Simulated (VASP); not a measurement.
# HPt6: single point with PBE

System: HPt6, a slab with vacuum.

```
Pt H
1.0
     5.61433    0.00000    0.00000
     0.00000    5.61433    0.00000
     0.00000    0.00000   21.85138
Pt H
12 2
Direct
  0.25000 0.25000 0.18305
  0.25000 0.75000 0.18305
  0.75000 0.25000 0.18305
  0.75000 0.75000 0.18305
  0.00000 0.00000 0.27121
  0.00000 0.50000 0.27121
  0.50000 0.00000 0.27121
  0.50000 0.50000 0.27121
  0.25000 0.25000 0.35931
  0.25000 0.75000 0.35931
  0.75000 0.25000 0.35931
  0.75000 0.75000 0.35931
  0.80096 0.00000 0.39455
  0.19904 0.00000 0.39455
```

* Program: VASP 6.6.1
* Task: single point
* Functional: PBE
* Potentials or basis: VASP PAW PBE potentials, release 64 (Pt, H)
* Cutoff: 520 eV
* k mesh: 5 × 5 × 1
* Occupations: gaussian, width 0.1 eV
* Spin: no spin polarisation
* Dipole correction: yes
* Further INCAR settings: ALGO = Normal; EDIFF = 1e-07; NBANDS = 74

```json
{
  "Largest force": "1.709 eV/Å",
  "Band gap on the k mesh": "zero (bands 61 and 62 overlap by 0.36 eV)"
}
```

Forces in eV/Å, atoms in the order of the input:
```
Pt  -0.028  0.080 -0.056
Pt  -0.028 -0.080 -0.056
Pt   0.028  0.080 -0.056
Pt   0.028 -0.080 -0.056
Pt   0.000  0.000 -0.714
Pt   0.000  0.000 -0.239
Pt   0.000  0.000 -0.552
Pt   0.000  0.000 -0.066
Pt   0.237  1.502 -0.397
Pt   0.237 -1.502 -0.397
Pt  -0.237  1.502 -0.397
Pt  -0.237 -1.502 -0.397
H    0.244  0.000  1.692
H   -0.244  0.000  1.692
```

Levels at points of the mesh, in eV from the Fermi level:
```tsv
k point	band 58	band 59	band 60	band 61	band 62	band 63
(0.00, 0.00, 0.00)	0.04	0.05	0.11	0.27	0.37	0.58
```

Wall time 25 min on 1 thread of Intel(R) Xeon(R) Platinum 8488C (Sapphire Rapids) (shared host), peak memory 0.78 GiB.

Caveat: spin-orbit coupling is left out, which moves the levels of the heavy elements.
